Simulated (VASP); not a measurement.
Set up this calculation in VASP 6.6.1, as the native input.

- Task: single point
- Functional: r2SCAN
- Potentials or basis: VASP PAW PBE potentials, release 64 (Si, O)
- Cutoff: 520 eV
- k mesh: 4 × 4 × 4
- Occupations: gaussian, width 0.02 eV
- Spin: no spin polarisation
- Dipole correction: no
- Further INCAR settings: LREAL = Auto; ALGO = Normal; EDIFF = 1e-06; NBANDS = 82

The system is SiO2.

```
Si O
1.0
    -4.73611    4.73611    4.73611
     4.73611   -4.73611    4.73611
     4.73611    4.73611   -4.73611
Si O
8 16
Direct
  0.31410 0.31410 0.31410
  0.00000 0.31410 0.00000
  0.00000 0.00000 0.31410
  0.31410 0.00000 0.00000
  0.00000 0.00000 0.68590
  0.68590 0.00000 0.00000
  0.00000 0.68590 0.00000
  0.68590 0.68590 0.68590
  0.50000 0.50000 0.50000
  0.00000 0.50000 0.00000
  0.00000 0.00000 0.50000
  0.50000 0.00000 0.00000
  0.19539 0.19539 0.39079
  0.19539 0.39079 0.19539
  0.80461 0.00000 0.19539
  0.00000 0.80461 0.19539
  0.39079 0.19539 0.19539
  0.19539 0.80461 0.00000
  0.80461 0.19539 0.00000
  0.19539 0.00000 0.80461
  0.60921 0.80461 0.80461
  0.80461 0.60921 0.80461
  0.00000 0.19539 0.80461
  0.80461 0.80461 0.60921
```

One way to write it, as run:

POSCAR

```
SiO2
1.0
   -4.7361129931      4.7361129931      4.7361129931
    4.7361129931     -4.7361129931      4.7361129931
    4.7361129931      4.7361129931     -4.7361129931
Si O
8 16
Direct
    0.3140952238      0.3140952238      0.3140952238
    0.0000000000      0.3140952238      0.0000000000
    0.0000000000      0.0000000000      0.3140952238
    0.3140952238      0.0000000000      0.0000000000
    0.0000000000      0.0000000000      0.6859047762
    0.6859047762      0.0000000000      0.0000000000
    0.0000000000      0.6859047762      0.0000000000
    0.6859047762      0.6859047762      0.6859047762
    0.5000000000      0.5000000000      0.5000000000
    0.0000000000      0.5000000000      0.0000000000
    0.0000000000      0.0000000000      0.5000000000
    0.5000000000      0.0000000000      0.0000000000
    0.1953949711      0.1953949711      0.3907899422
    0.1953949711      0.3907899422      0.1953949711
    0.8046050289      0.0000000000      0.1953949711
    0.0000000000      0.8046050289      0.1953949711
    0.3907899422      0.1953949711      0.1953949711
    0.1953949711      0.8046050289      0.0000000000
    0.8046050289      0.1953949711      0.0000000000
    0.1953949711      0.0000000000      0.8046050289
    0.6092100578      0.8046050289      0.8046050289
    0.8046050289      0.6092100578      0.8046050289
    0.0000000000      0.1953949711      0.8046050289
    0.8046050289      0.8046050289      0.6092100578
```

INCAR.step1

```
PREC = Accurate
ENCUT = 520
ISMEAR = 0
SIGMA = 0.02
LREAL = Auto
LASPH = True
NELM = 80
NBANDS = 82
GGA = PE
ALGO = Normal
EDIFF = 1E-4
LWAVE = True
LCHARG = False
```

INCAR.step2

```
PREC = Accurate
ENCUT = 520
EDIFF = 1E-6
ISMEAR = 0
SIGMA = 0.02
LREAL = Auto
LASPH = True
NELM = 80
ALGO = Normal
ISIF = 2
LWAVE = False
LCHARG = False
METAGGA = R2SCAN
LMIXTAU = True
NBANDS = 82
ISTART = 1
```

KPOINTS

```
Automatic mesh
0
Gamma
  4 4 4
```

Potentials or basis: VASP PAW PBE potentials, release 64 (Si, O).

The run is started by

```sh
$ cat potpaw_PBE.64/Si/POTCAR potpaw_PBE.64/O/POTCAR > POTCAR
$ cp INCAR.step1 INCAR
$ mpirun -np 1 vasp_std > vasp.out
$ cp INCAR.step2 INCAR
$ mpirun -np 1 vasp_std > vasp.out
```

Results of the run:

```
Pressure               : 16.2 GPa
Largest force          : 0.150 eV/Å
Band gap on the k mesh : 5.97 eV
```

Caveat: the cell stands under pressure; the PAW data sets were made with another functional, which shifts forces and pressure a little.

Run time: 19 min on 1 thread of AMD EPYC 9R45 96-Core Processor (Zen 5) (shared host), peak memory 0.68 GiB.
